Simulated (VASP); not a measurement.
# HfN: single point with PBEsol

The system is HfN.

```
CELL_PARAMETERS angstrom
3.13391 0.00000 0.00000
-1.56695 2.71404 0.00000
0.00000 0.00000 5.41677
ATOMIC_POSITIONS crystal
Hf 0.66667 0.33333 0.75000
Hf 0.33333 0.66667 0.25000
N 0.00000 0.00000 0.00369
N 0.00000 0.00000 0.50000
```

```yaml
Program: VASP 6.6.1
Task: single point
Functional: PBEsol
Potentials_or_basis: VASP PAW PBE potentials, release 64 (Hf_pv, N)
Cutoff: 520 eV
k_mesh: 9 × 9 × 5
Occupations: fermi-dirac, width 0.15 eV
Spin: no spin polarisation
Dipole_correction: no
Further_INCAR_settings: ALGO = Normal; EDIFF = 1e-06; NBANDS = 23
```

* Pressure: -4.3 GPa
* Largest force: 0.319 eV/Å
* Band gap on the k mesh: zero (band 15 reaches 9.18 eV, above the bottom of band 16 at 7.52 eV)

Forces on the atoms (eV/Å):
```
Hf   0.000  0.000  0.098
Hf   0.000  0.000  0.103
N    0.000  0.000 -0.319
N    0.000  0.000  0.118
```

Levels at points of the mesh, in eV from the Fermi level:
```
           k point  band 11  band 12  band 13  band 14  band 15  band 16  band 17  band 18  band 19  band 20
(0.00, 0.00, 0.00)    -4.73    -3.58    -3.58    -1.71    -0.63     0.71     0.71     1.05     1.83     1.83
```

Run time: 21 s on 1 thread of Intel(R) Xeon(R) 6975P-C (Granite Rapids) (shared host), peak memory 0.19 GiB.

Caveat: the PAW data sets were made with another functional, which shifts forces and pressure a little; spin-orbit coupling is left out, which moves the levels of the heavy elements.
